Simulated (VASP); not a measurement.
Write the native input for VASP 6.6.1 that does the following.

```
Task                   : single point
Functional             : LDA
Potentials or basis    : VASP PAW LDA potentials, release 64 (Zn, Pt)
Cutoff                 : 520 eV
k mesh                 : 16 × 16 × 14
Occupations            : gaussian, width 0.15 eV
Spin                   : no spin polarisation
Dipole correction      : no
Further INCAR settings : ALGO = Normal; EDIFF = 1e-07; NBANDS = 18
```

The structure of ZnPt lies in POSCAR:

```
ZnPt
1.0
    2.8640000000     -0.0286400000      0.0000000000
   -0.0286400000      2.8640000000      0.0000000000
    0.0000000000      0.0000000000      3.5100000000
Zn Pt
1 1
Direct
    0.5000000000      0.5000000000      0.5000000000
    0.0000000000      0.0000000000      0.0000000000
```

This cell differs from its parent crystal: strain -0.0200 x Voigt [0, 0, 0, 0, 0, 1].

These files were run (other wordings do the same):

INCAR

```
SYSTEM = ZnPt
  PREC = Accurate
  ENCUT = 520
  EDIFF = 1E-7
  ISMEAR = 0
  SIGMA = 0.15
  LREAL = .FALSE.
  LASPH = .TRUE.
  NELM = 100
  ALGO = Normal
  ISIF = 2
  LWAVE = .FALSE.
  LCHARG = .FALSE.
  NBANDS = 18
```

KPOINTS

```
regular mesh
0
G
  16 16 14
  0 0 0
```

Potentials or basis: VASP PAW LDA potentials, release 64 (Zn, Pt).

Launch:

```console
$ cat potpaw_LDA.64/Zn/POTCAR potpaw_LDA.64/Pt/POTCAR > POTCAR
$ mpirun -np 1 vasp_std > vasp.out
```

Results of the run:

* Pressure: -9.9 GPa
* Band gap on the k mesh: zero (band 11 reaches 10.22 eV, above the bottom of band 12 at 5.66 eV)

Caveat: the cell differs from its parent crystal (strain -0.0200 x Voigt [0, 0, 0, 0, 0, 1]); spin-orbit coupling is left out, which moves the levels of the heavy elements.

Wall time 93 s on 1 thread of Intel(R) Xeon(R) Platinum 8488C (Sapphire Rapids) (shared host), peak memory 0.4 GiB.
